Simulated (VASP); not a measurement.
# GaN (F-43m) in VASP: G0W0 quasiparticle levels with PBE

Aim: the G0W0 quasiparticle levels of GaN with PBE.

All numbers are computed with VASP 6.6.1; they aren't measurements. Logs are shortened: lines on timing, memory, paths and dates and some standing lists are left out, and cuts for length are marked.

## 1. The cell of the first run

Symmetry: F-43m, No. 216, cubic system. Conventional cell: a = 4.498 Å, b = 4.498 Å, c = 4.498 Å, α = 90.00°, β = 90.00°, γ = 90.00°. Within 2.6 Å of Ga (site symmetry -43m) lie 4 N at 1.95 Å. N (site symmetry -43m) has 4 Ga at 1.95 Å within 2.6 Å.

## 2. G0W0 quasiparticle levels, PBE

The input, POSCAR:

```
GaN
1.0
    0.0000000000      2.2489525411      2.2489525411
    2.2489525411      0.0000000000      2.2489525411
    2.2489525411      2.2489525411      0.0000000000
Ga N
1 1
Direct
    0.0000000000      0.0000000000      0.0000000000
    0.2500000000      0.2500000000      0.2500000000
```

The input, INCAR.step1:

```
SYSTEM = GaN
ALGO = Normal
EDIFF = 1E-8
ENCUT = 500
GGA = PE
ISMEAR = 0
LASPH = .True.
LCHARG = .False.
LREAL = .False.
LWAVE = .True.
NELM = 100
PREC = Accurate
SIGMA = 0.01
```

The input, INCAR.step2:

```
SYSTEM = GaN
ALGO = Exact
EDIFF = 1E-8
ENCUT = 500
GGA = PE
ISMEAR = 0
ISTART = 1
LASPH = .True.
LCHARG = .False.
LOPTICS = .True.
LREAL = .False.
LWAVE = .True.
NBANDS = 45
NELM = 1
PREC = Accurate
SIGMA = 0.01
```

The input, INCAR.step3:

```
SYSTEM = GaN
ALGO = EVGW0
EDIFF = 1E-8
ENCUT = 500
ENCUTGW = 80.0
GGA = PE
ISMEAR = 0
ISTART = 1
LASPH = .True.
LCHARG = .False.
LREAL = .False.
LWAVE = .False.
NBANDS = 45
NBANDSGW = 17
NELMGW = 1
NOMEGA = 48
PREC = Accurate
PRECFOCK = Fast
SIGMA = 0.01
```

The input, KPOINTS:

```
k-points
0
Gamma
  10 10 10
  0 0 0
```

Potentials or basis: VASP PAW PBE potentials, release 64 (Ga_d_GW, N_GW).

Started as:

```sh
$ cat potpaw_PBE.64/Ga_d_GW/POTCAR potpaw_PBE.64/N_GW/POTCAR > POTCAR
$ cp INCAR.step1 INCAR
$ mpirun -np 1 vasp_std > vasp.out
$ cp INCAR.step2 INCAR
$ mpirun -np 1 vasp_std > vasp.out
$ cp INCAR.step3 INCAR
$ mpirun -np 1 vasp_std > vasp.out
```

OUTCAR:

```text
SYSTEM = GaN
   EDIFF = 1E-8
   ENCUT = 500
   ENCUTGW = 80.0
   GGA = PE
   ISMEAR = 0
   ISTART = 1
   LASPH = .True.
   LREAL = .False.
   NELMGW = 1
   PREC = Accurate
   PRECFOCK = Fast

 ion  position               nearest neighbor table
   1  0.000  0.000  0.000-   2 1.95   2 1.95   2 1.95   2 1.95
   2  0.250  0.250  0.250-   1 1.95   1 1.95   1 1.95   1 1.95

  LATTYP: Found a face centered cubic cell.
 ALAT       =     4.4979050822

  Lattice vectors:

 A1 = (   0.0000000000,   2.2489525411,   2.2489525411)
 A2 = (   2.2489525411,   0.0000000000,   2.2489525411)
 A3 = (   2.2489525411,   2.2489525411,   0.0000000000)

Analysis of symmetry for initial positions (statically):
=====================================================================
 Subroutine PRICEL returns:
 Original cell was already a primitive cell.

 Routine SETGRP: Setting up the symmetry group for a
 face centered cubic supercell.

 Subroutine GETGRP returns: Found 24 space group operations
 (whereof 24 operations were pure point group operations)
 out of a pool of 48 trial point group operations.

The static configuration has the point symmetry T_d .

Analysis of symmetry for dynamics (positions and initial velocities):
=====================================================================
 Subroutine PRICEL returns:
 Original cell was already a primitive cell.

 Routine SETGRP: Setting up the symmetry group for a
 face centered cubic supercell.

 Subroutine GETGRP returns: Found 24 space group operations
 (whereof 24 operations were pure point group operations)
 out of a pool of 48 trial point group operations.

The dynamic configuration has the point symmetry T_d .

 Subroutine INISYM returns: Found 24 space group operations
 (whereof 24 operations are pure point group operations),
 and found     1 'primitive' translations

----------------------------------------------------------------------------------------

                                     Primitive cell

  volume of cell :      22.7494

  direct lattice vectors                    reciprocal lattice vectors
     0.000000000  2.248952541  2.248952541    -0.222325723  0.222325723  0.222325723
[... 45 lines left out ...]
  0.200000  0.000000  0.000000      8.000000
  0.300000  0.000000  0.000000      8.000000
  0.400000  0.000000  0.000000      8.000000
  0.500000  0.000000  0.000000      4.000000
[... 16 lines left out ...]
  0.300000  0.300000  0.000000      6.000000
  0.400000  0.300000  0.000000     24.000000
 [... further k-points ...]
   k-points           NKPTS =     47   k-points in BZ     NKDIM =   1000   number of bands    NBANDS=     45
   number of dos      NEDOS =    301   number of ions     NIONS =      2
   total plane-waves  NPLWV =  13824
   dimension x,y,z NGX =    24 NGY =   24 NGZ =   24
   dimension x,y,z NGXF=    48 NGYF=   48 NGZF=   48
   ions per type =               1   1
   NGX,Y,Z   is equivalent  to a cutoff of  12.54, 12.54, 12.54 a.u.
   NGXF,Y,Z  is equivalent  to a cutoff of  25.09, 25.09, 25.09 a.u.
 SYSTEM =  GaN
   PREC   = accura    normal or accurate (medium, high low for compatibility)
   ISTART =      1    job   : 0-new  1-cont  2-samecut
   ICHARG =      0    charge: 1-file 2-atom 10-const
   ISPIN  =      1    spin polarized calculation?
   LNONCOLLINEAR =      F non collinear calculations
   LSORBIT =      F    spin-orbit coupling
   LASPH  =      T    aspherical Exc in radial PAW
   ENCUT  =  500.0 eV  36.75 Ry    6.06 a.u.   5.80  5.80  5.80*2*pi/ulx,y,z
   NELM   =     60;   NELMIN=  2; NELMDL=  0     # of ELM steps
   EDIFF  = 0.1E-07   stopping-criterion for ELM
   LREAL  =      F    real-space projection
   EDIFFG = 0.1E-06   stopping-criterion for IOM
   NSW    =      0    number of steps for IOM
   IBRION =     -1    ionic relax: 0-MD 1-quasi-New 2-CG
   NFREE  =      0    steps in history (QN), initial steepest desc. (CG)
   ISIF   =      0    stress and relaxation
   ISYM   =      3    0-nonsym 1-usesym 2-fastsym
   POTIM  = 0.5000    time-step for ionic-motion
   TEBEG  =    0.0;   TEEND  =   0.0 temperature during run
   PSTRESS=    0.0 pullay stress
   NELECT =      18.0000    total number of electrons
   NUPDOWN=      -1.0000    fix difference up-down
   EMIN   =  10.00;   EMAX   =-10.00  energy-range for DOS
   EFERMI =   0.00;   METHOD = LEGACY
   ISMEAR =     0;   SIGMA  =   0.01  broadening in eV -4-tet -1-fermi 0-gaus
   EFERMI_NEDOS =   21; number of points for ismear=-14 and -15
   IALGO  =     38    algorithm
   IMIX   =      4    mixing-type and parameters
     AMIX     =   0.40;   BMIX     =  1.00
     AMIX_MAG =   1.60;   BMIX_MAG =  1.00
  volume/ion in A,a.u.               =      11.37        76.76
  Fermi-wavevector in a.u.,A,eV,Ry     =   1.514173  2.861371 31.194330  2.292719
  Thomas-Fermi vector in A             =   2.623866
   LORBIT       =      0    0 simple, 1 ext, 2 COOP (PROOUT), +10 PAW based schemes
   GGA     = PE    functional components
   LHFCALC =     T    Hartree Fock is set to
   PRECFOCK=fast      Normal, Fast or Accurate (Low or Medium for compatibility)
   ENCUT4O =  -1.0   cutoff for four orbital integrals eV
   NKREDX  =     1    reduce k-point grid by
   NKREDY  =     1    reduce k-point grid by
   NKREDZ  =     1    reduce k-point grid by
   AEXX    =    1.0000 exact exchange contribution
   HFSCREEN=    0.0000 screening length (either q_TF or 0.3 A-1)
   HFSCREENC=   0.0000 screening length for correlation (either q_TF or 0.3 A-1)
   ENCUTFOCK=  -1.0 apply spherical cutoff to Coloumb kernel
   IVDW    =     0    specifies the selected vdW correction
   LEPSILON=     F    determine dielectric tensor
   LRPA    =     F    only Hartree local field effects (RPA)
   LRPAFORCE           =     F    calculate RPA forces
   ENCUTGW             =  80.0    cutoff for response function in eV
   ENCUTGWSOFT         =  64.0    soft cutoff for Coulomb kernel in GW response function in eV
   ENCUTLF             =  -1.0    cutoff for local field effects
   NELMGW              =     1    number of iterations in solving QP/BSE equation
   NELMHF              =     1    number of iterations in the inner HF iteration
   NKREDLFX            =     1    NKREDLFY  =   1   NKREDLFZ  =   1
 non-spin polarized calculation
 Gauss-broadening in eV      SIGMA  =   0.01
  energy-cutoff  :      500.00
  volume of cell :       22.75
 maximum number of plane-waves:       589
  NGX = 14; NGY = 14; NGZ = 14
   NGX = 11   NGY = 11   NGZ = 11
 maximum number of plane-waves:        43
 NGX is ok and might be reduce to    14

 QP shifts <psi_nk| G(iteration)W_0 |psi_nk>: iteration 1
 for sc-GW calculations column KS-energies equals QP-energies in previous step
 and V_xc(KS)=  KS-energies - (<T + V_ion + V_H > + <T+V_H+V_ion>^1  + <V_x>^1)

 k-point   1 :       0.0000    0.0000    0.0000
  band No.  KS-energies  QP-energies   sigma(KS)   V_xc(KS)     V^pw_x(r,r')   Z            occupation Imag(sigma)

      1     -10.8212     -11.7151     -16.1987     -14.8646     -24.6065       0.6701       2.0000       1.0682
      2      -8.3326     -11.9291     -26.3929     -21.4816     -34.7806       0.7323       2.0000       0.2278
      3      -8.3326     -11.9291     -26.3929     -21.4816     -34.7806       0.7323       2.0000       0.2278
      4      -8.3326     -11.9291     -26.3929     -21.4816     -34.7806       0.7323       2.0000       0.2278
      5      -8.0097     -11.7696     -26.8789     -21.8061     -35.1817       0.7412       2.0000       0.1666
      6      -8.0097     -11.7696     -26.8789     -21.8061     -35.1817       0.7412       2.0000       0.1666
[... 480 lines left out ...]
      4      -8.1066     -11.8029     -26.7401     -21.7385     -35.1261       0.7390       2.0000       0.2128
      5      -7.9492     -11.7280     -26.9649     -21.8846     -35.2923       0.7438       2.0000       0.1693
      6      -7.0771      -9.6350     -22.8508     -19.3468     -30.7328       0.7300       2.0000       0.4274
[... 9 lines left out ...]
     16      27.5038      28.6386     -10.5201     -11.9447      -4.0454       0.7966       0.0000      -1.0475
     17      30.1413      31.0878      -9.4386     -10.6007      -3.0744       0.8145       0.0000      -1.1099

 [... further k-points ...]
```

OUTCAR.step1:

```text
SYSTEM = GaN
   EDIFF = 1E-8
   ENCUT = 500
   GGA = PE
   ISMEAR = 0
   LASPH = .True.
   LREAL = .False.
[... 604 lines left out ...]
      0.00000      0.00000      0.00000        -0.000000     -0.000000     -0.000000
      1.12448      1.12448      1.12448         0.000000      0.000000      0.000000
 -----------------------------------------------------------------------------------
    total drift:                                0.000016      0.000016      0.000016

  FREE ENERGIE OF THE ION-ELECTRON SYSTEM (eV)
  ---------------------------------------------------
  free  energy   TOTEN  =       -12.1400770391 eV

  energy  without entropy=      -12.1400770391  energy(sigma->0) =      -12.14007704
```

It took 23 min on 1 thread of Intel Xeon 6975P-C (Granite Rapids), shared host; peak memory 1.3 GiB.

Results:

- Quasiparticle gap: 2.82 eV
- Least direct quasiparticle gap: 2.82 eV
- Band gap of the starting levels on the mesh: 1.77 eV
- Least direct gap of the starting levels on the mesh: 1.77 eV

Caveat: bands, screening cutoff and mesh are small and nothing is extrapolated, so the quasiparticle values aren't converged.
